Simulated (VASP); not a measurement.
# Sn3Te (Pm-3m) in VASP: a series of runs

Sn3Te is run at these levels: r2SCAN; tasks: single point.

Program: VASP 6.6.1. These are calculated values, not measurements. Logs are shortened: lines on timing, memory, paths and dates and some standing lists are left out, and cuts for length are marked.

### Step 1. The cell of the first run

Symmetry: Pm-3m, No. 221, cubic system. The conventional cell has a = 4.898 Å, b = 4.898 Å, c = 4.898 Å, α = 90.00°, β = 90.00°, γ = 90.00°. Te (site symmetry m-3m) has 12 Sn at 3.46 Å within 4.6 Å. Within 4.6 Å of Sn (site symmetry 4/mmm) lie 4 Te at 3.46 Å and 8 Sn at 3.46 Å.

### Step 2. Single point, r2SCAN

The input, POSCAR:

```
Sn3Te
1.0
    4.8978456013      0.0000000000      0.0000000000
    0.0000000000      4.8978456013      0.0000000000
    0.0000000000      0.0000000000      4.8978456013
Te Sn
1 3
Direct
    0.0000000000      0.0000000000      0.0000000000
    0.0000000000      0.5000000000      0.5000000000
    0.5000000000      0.0000000000      0.5000000000
    0.5000000000      0.5000000000      0.0000000000
```

The input, INCAR.step1:

```
ALGO     = Normal         # electronic algorithm
EDIFF    = 1E-4           # SCF threshold, eV
ENCUT    = 520            # plane-wave cutoff, eV
GGA      = PE             # functional
ISMEAR   = -1             # smearing method
LASPH    = True           # aspherical terms in the spheres
LCHARG   = False          # write CHGCAR
LREAL    = False          # projectors in reciprocal space
LWAVE    = True           # write WAVECAR
NBANDS   = 32             # bands
NELM     = 100            # most SCF steps
PREC     = Accurate       # precision mode
SIGMA    = 0.05           # smearing width, eV
```

The input, INCAR.step2:

```
ALGO     = Normal         # electronic algorithm
EDIFF    = 1E-7           # SCF threshold, eV
ENCUT    = 520            # plane-wave cutoff, eV
ISIF     = 2              # what is computed and relaxed
ISMEAR   = -1             # smearing method
ISTART   = 1            
LASPH    = True           # aspherical terms in the spheres
LCHARG   = True           # write CHGCAR
LELF     = True           # ELF
LMIXTAU  = True         
LREAL    = False          # projectors in reciprocal space
LVHAR    = True         
LWAVE    = False          # write WAVECAR
METAGGA  = R2SCAN         # meta-GGA
NBANDS   = 32             # bands
NELM     = 100            # most SCF steps
PREC     = Accurate       # precision mode
SIGMA    = 0.05           # smearing width, eV
```

The input, KPOINTS:

```
k-points
0
Gamma
  6 6 6
```

Potentials or basis: VASP PAW PBE potentials, release 64 (Te, Sn_d).

The run is started by

```console
$ cat potpaw_PBE.64/Te/POTCAR potpaw_PBE.64/Sn_d/POTCAR > POTCAR
$ cp INCAR.step1 INCAR
$ mpirun -np 1 vasp_std > vasp.out
$ cp INCAR.step2 INCAR
$ mpirun -np 1 vasp_std > vasp.out
```

OUTCAR:

```text
EDIFF = 1E-7
   ENCUT = 520
   ISIF = 2
   ISMEAR = -1
   ISTART = 1
   LASPH = True
   LREAL = False
   METAGGA = R2SCAN
   NELM = 100
   PREC = Accurate

 ion  position               nearest neighbor table
   1  0.000  0.000  0.000-   2 3.46   3 3.46   4 3.46   2 3.46   3 3.46   2 3.46   4 3.46   2 3.46
                             3 3.46   4 3.46   3 3.46   4 3.46
   2  0.000  0.500  0.500-   1 3.46   3 3.46   4 3.46   1 3.46   4 3.46   1 3.46   3 3.46   1 3.46
                             3 3.46   4 3.46   4 3.46   3 3.46
   3  0.500  0.000  0.500-   1 3.46   2 3.46   4 3.46   1 3.46   4 3.46   2 3.46   4 3.46   4 3.46
                             1 3.46   2 3.46   1 3.46   2 3.46
   4  0.500  0.500  0.000-   1 3.46   2 3.46   3 3.46   2 3.46   3 3.46   1 3.46   3 3.46   3 3.46
                             1 3.46   2 3.46   2 3.46   1 3.46

  LATTYP: Found a simple cubic cell.
 ALAT       =     4.8978456013

  Lattice vectors:

 A1 = (   4.8978456013,   0.0000000000,   0.0000000000)
 A2 = (   0.0000000000,   4.8978456013,   0.0000000000)
 A3 = (   0.0000000000,   0.0000000000,   4.8978456013)

Analysis of symmetry for initial positions (statically):
=====================================================================
 Subroutine PRICEL returns:
 Original cell was already a primitive cell.

 Routine SETGRP: Setting up the symmetry group for a
 simple cubic supercell.

 Subroutine GETGRP returns: Found 48 space group operations
 (whereof 48 operations were pure point group operations)
 out of a pool of 48 trial point group operations.

The static configuration has the point symmetry O_h .

Analysis of symmetry for dynamics (positions and initial velocities):
=====================================================================
 Subroutine PRICEL returns:
 Original cell was already a primitive cell.

 Routine SETGRP: Setting up the symmetry group for a
 simple cubic supercell.

 Subroutine GETGRP returns: Found 48 space group operations
 (whereof 48 operations were pure point group operations)
 out of a pool of 48 trial point group operations.

The dynamic configuration has the point symmetry O_h .

 Subroutine INISYM returns: Found 48 space group operations
 (whereof 48 operations are pure point group operations),
 and found     1 'primitive' translations

----------------------------------------------------------------------------------------

                                     Primitive cell

  volume of cell :     117.4939

  direct lattice vectors                    reciprocal lattice vectors
     4.897845601  0.000000000  0.000000000     0.204171401  0.000000000  0.000000000
     0.000000000  4.897845601  0.000000000     0.000000000  0.204171401  0.000000000
     0.000000000  0.000000000  4.897845601     0.000000000  0.000000000  0.204171401

  length of vectors
     4.897845601  4.897845601  4.897845601     0.204171401  0.204171401  0.204171401

  position of ions in fractional coordinates (direct lattice)
     0.000000000  0.000000000  0.000000000
     0.000000000  0.500000000  0.500000000
     0.500000000  0.000000000  0.500000000
     0.500000000  0.500000000  0.000000000

  ion indices of the primitive-cell ions
   primitive index   ion index
                 1           1
                 2           2
                 3           3
                 4           4

----------------------------------------------------------------------------------------

 KPOINTS: k-points

Automatic generation of k-mesh.
 Grid dimensions read from file:
 generate k-points for:    6    6    6

 Generating k-lattice:

  Cartesian coordinates                     Fractional coordinates (reciprocal lattice)
     0.034028567  0.000000000  0.000000000     0.166666667  0.000000000  0.000000000
     0.000000000  0.034028567  0.000000000     0.000000000  0.166666667  0.000000000
     0.000000000  0.000000000  0.034028567     0.000000000  0.000000000  0.166666667

  Length of vectors
     0.034028567  0.034028567  0.034028567

  Shift w.r.t. Gamma in fractional coordinates (k-lattice)
     0.000000000  0.000000000  0.000000000

 Subroutine IBZKPT returns following result:
 ===========================================

 Found     20 irreducible k-points:

 Following reciprocal coordinates:
            Coordinates               Weight
  0.000000  0.000000  0.000000      1.000000
  0.166667  0.000000  0.000000      6.000000
  0.333333  0.000000  0.000000      6.000000
  0.500000  0.000000  0.000000      3.000000
  0.166667  0.166667  0.000000     12.000000
  0.333333  0.166667  0.000000     24.000000
[... 12 lines left out ...]
  0.500000  0.500000  0.333333      6.000000
  0.500000  0.500000  0.500000      1.000000
   k-points           NKPTS =     20   k-points in BZ     NKDIM =     20   number of bands    NBANDS=     32
   number of dos      NEDOS =    301   number of ions     NIONS =      4
   total plane-waves  NPLWV =  46656
   dimension x,y,z NGX =    36 NGY =   36 NGZ =   36
   dimension x,y,z NGXF=    72 NGYF=   72 NGZF=   72
   ions per type =               1   3
   NGX,Y,Z   is equivalent  to a cutoff of  12.22, 12.22, 12.22 a.u.
   NGXF,Y,Z  is equivalent  to a cutoff of  24.44, 24.44, 24.44 a.u.
 SYSTEM =  unknown system
   PREC   = accura    normal or accurate (medium, high low for compatibility)
   ISTART =      1    job   : 0-new  1-cont  2-samecut
   ICHARG =      0    charge: 1-file 2-atom 10-const
   ISPIN  =      1    spin polarized calculation?
   LNONCOLLINEAR =      F non collinear calculations
   LSORBIT =      F    spin-orbit coupling
   LASPH  =      T    aspherical Exc in radial PAW
   ENCUT  =  520.0 eV  38.22 Ry    6.18 a.u.   9.11  9.11  9.11*2*pi/ulx,y,z
   NELM   =    100;   NELMIN=  2; NELMDL=  0     # of ELM steps
   EDIFF  = 0.1E-06   stopping-criterion for ELM
   LREAL  =      F    real-space projection
   EDIFFG = 0.1E-05   stopping-criterion for IOM
   NSW    =      0    number of steps for IOM
   IBRION =     -1    ionic relax: 0-MD 1-quasi-New 2-CG
   NFREE  =      0    steps in history (QN), initial steepest desc. (CG)
   ISIF   =      2    stress and relaxation
   ISYM   =      2    0-nonsym 1-usesym 2-fastsym
   POTIM  = 0.5000    time-step for ionic-motion
   TEBEG  =    0.0;   TEEND  =   0.0 temperature during run
   PSTRESS=    0.0 pullay stress
   NELECT =      48.0000    total number of electrons
   NUPDOWN=      -1.0000    fix difference up-down
   EMIN   =  10.00;   EMAX   =-10.00  energy-range for DOS
   EFERMI =   0.00;   METHOD = LEGACY
   ISMEAR =    -1;   SIGMA  =   0.05  broadening in eV -4-tet -1-fermi 0-gaus
   EFERMI_NEDOS =   21; number of points for ismear=-14 and -15
   IALGO  =     38    algorithm
   IMIX   =      4    mixing-type and parameters
     AMIX     =   0.40;   BMIX     =  1.00
     AMIX_MAG =   1.60;   BMIX_MAG =  1.00
  volume/ion in A,a.u.               =      29.37       198.22
  Fermi-wavevector in a.u.,A,eV,Ry     =   1.214740  2.295527 20.076679  1.475594
  Thomas-Fermi vector in A             =   2.350150
   LORBIT       =      0    0 simple, 1 ext, 2 COOP (PROOUT), +10 PAW based schemes
   METAGGA = R2SCAN    functional components
   LHFCALC =     F    Hartree Fock is set to
   AEXX    =    0.0000 exact exchange contribution
   IVDW    =     0    specifies the selected vdW correction
   LEPSILON=     F    determine dielectric tensor
   LRPA    =     F    only Hartree local field effects (RPA)
 non-spin polarized calculation
  energy-cutoff  :      520.00
  volume of cell :      117.49
 maximum number of plane-waves:      3184
   NGX = 19   NGY = 19   NGZ = 19

 number of electron      47.9999987 magnetization

 Free energy of the ion-electron system (eV)
  ---------------------------------------------------
  ext. energy  EPLUGINS =         0.00000000
  ---------------------------------------------------
  free energy    TOTEN  =       -98.66408836 eV

  energy without entropy =      -98.64251566  energy(sigma->0) =      -98.65330201

 E-fermi :   7.3348     XC(G=0): -10.7076

 val. band max:        7.3163114326   @ k =   0.1667   0.1667   0.1667
 cond. band min:       7.3984300127   @ k =   0.5000   0.5000   0.0000
 fundamental gap:      0.0821185802
 Fermi energy:         7.3347917423

 k-point     1 :       0.0000    0.0000    0.0000
  band No.  band energies     occupation
      1     -15.0305      2.00000
      2     -15.0305      2.00000
      3     -15.0305      2.00000
      4     -15.0224      2.00000
      5     -15.0224      2.00000
      6     -14.9800      2.00000
[... 24 lines left out ...]
     31      12.6140      0.00000
     32      12.7968      0.00000

 k-point     2 :       0.1667    0.0000    0.0000
  band No.  band energies     occupation
      1     -15.0278      2.00000
      2     -15.0218      2.00000
      3     -15.0202      2.00000
      4     -15.0202      2.00000
      5     -15.0161      2.00000
      6     -14.9727      2.00000
[... 24 lines left out ...]
     31      13.0067      0.00000
     32      13.1148      0.00000

 k-point     3 :       0.3333    0.0000    0.0000
  band No.  band energies     occupation
      1     -15.0214      2.00000
      2     -15.0205      2.00000
      3     -15.0001      2.00000
      4     -14.9977      2.00000
      5     -14.9977      2.00000
      6     -14.9765      2.00000
[... 24 lines left out ...]
     31      11.8649      0.00000
     32      13.3734      0.00000

 k-point     4 :       0.5000    0.0000    0.0000
  band No.  band energies     occupation
      1     -15.0198      2.00000
      2     -15.0173      2.00000
      3     -14.9882      2.00000
      4     -14.9882      2.00000
      5     -14.9877      2.00000
      6     -14.9806      2.00000
[... 514 lines left out ...]
     31      12.2948      0.00000
     32      15.6154      0.00000

 k-point    19 :       0.5000    0.5000    0.3333
  band No.  band energies     occupation
      1     -15.0297      2.00000
      2     -15.0143      2.00000
      3     -15.0143      2.00000
      4     -15.0095      2.00000
      5     -14.9666      2.00000
      6     -14.9657      2.00000
[... 24 lines left out ...]
     31      12.8507      0.00000
     32      15.7471      0.00000

 k-point    20 :       0.5000    0.5000    0.5000
  band No.  band energies     occupation
      1     -15.0348      2.00000
      2     -15.0163      2.00000
      3     -15.0163      2.00000
      4     -15.0163      2.00000
      5     -14.9707      2.00000
      6     -14.9707      2.00000
[... 24 lines left out ...]
     31      12.9372      0.00000
     32      15.5988      0.00000

------------------------ aborting loop because EDIFF is reached ----------------------------------------

  FORCE on cell =-STRESS in cart. coord.  units (eV):
  Direction    XX          YY          ZZ          XY          YZ          ZX
  --------------------------------------------------------------------------------------
  -------------------------------------------------------------------------------------
  Total       -0.8531121     -0.8531121     -0.8531121      0.0000000     -0.0000000     -0.0000000
  in kB      -11.6332594    -11.6332594    -11.6332594      0.0000000     -0.0000000     -0.0000000
  external PRESSURE =     -11.6332594 kB  Pullay stress =       0.0000000 kB

 VOLUME and BASIS-vectors are now :
 -----------------------------------------------------------------------------
  energy-cutoff  :      520.00
  volume of cell :      117.49
      direct lattice vectors                 reciprocal lattice vectors
     4.897845601  0.000000000  0.000000000     0.204171401  0.000000000  0.000000000
     0.000000000  4.897845601  0.000000000     0.000000000  0.204171401  0.000000000
     0.000000000  0.000000000  4.897845601     0.000000000  0.000000000  0.204171401

 POSITION                                       TOTAL-FORCE (eV/Angst)
 -----------------------------------------------------------------------------------
      0.00000      0.00000      0.00000         0.000000      0.000000      0.000000
      0.00000      2.44892      2.44892         0.000000      0.000000      0.000000
      2.44892      0.00000      2.44892         0.000000      0.000000      0.000000
      2.44892      2.44892      0.00000         0.000000      0.000000      0.000000
 -----------------------------------------------------------------------------------
    total drift:                                0.000000      0.000000      0.000000

  FREE ENERGIE OF THE ION-ELECTRON SYSTEM (eV)
  ---------------------------------------------------
  free  energy   TOTEN  =       -98.6640883626 eV

  energy  without entropy=      -98.6425156561  energy(sigma->0) =      -98.65330201
```

Wall time 4.4 min (1 thread of AMD EPYC 9R45 (Zen 5), shared host); peak memory 0.22 GiB.

What came out:

| Quantity | Value |
| --- | --- |
| Free energy | -98.6641 eV |
| Pressure | -1.2 GPa |
| Band gap on the k mesh | zero (band 24 reaches 10.24 eV, above the bottom of band 25 at 7.15 eV) |

Levels at points of the mesh, in eV from the Fermi level:
| k point | band 21 | band 22 | band 23 | band 24 | band 25 | band 26 | band 27 | band 28 |
| --- | --- | --- | --- | --- | --- | --- | --- | --- |
| (0.00, 0.00, 0.00) | -4.38 | -4.38 | 0.36 | 0.36 | 0.36 | 2.02 | 2.02 | 2.02 |
| (0.50, 0.00, 0.00) | -3.24 | -1.81 | -1.81 | -1.55 | -0.18 | 1.96 | 2.25 | 2.44 |
| (0.50, 0.50, 0.00) | -1.98 | -1.98 | -1.84 | -0.69 | -0.07 | -0.07 | 0.06 | 3.56 |
| (0.50, 0.50, 0.50) | -5.31 | -5.31 | -4.49 | 2.90 | 2.90 | 2.90 | 5.56 | 5.56 |

Caveat: the PAW data sets were made with another functional, which shifts forces and pressure a little; spin-orbit coupling is left out, which moves the levels of the heavy elements.

(Part 1 of 2 ends here.)
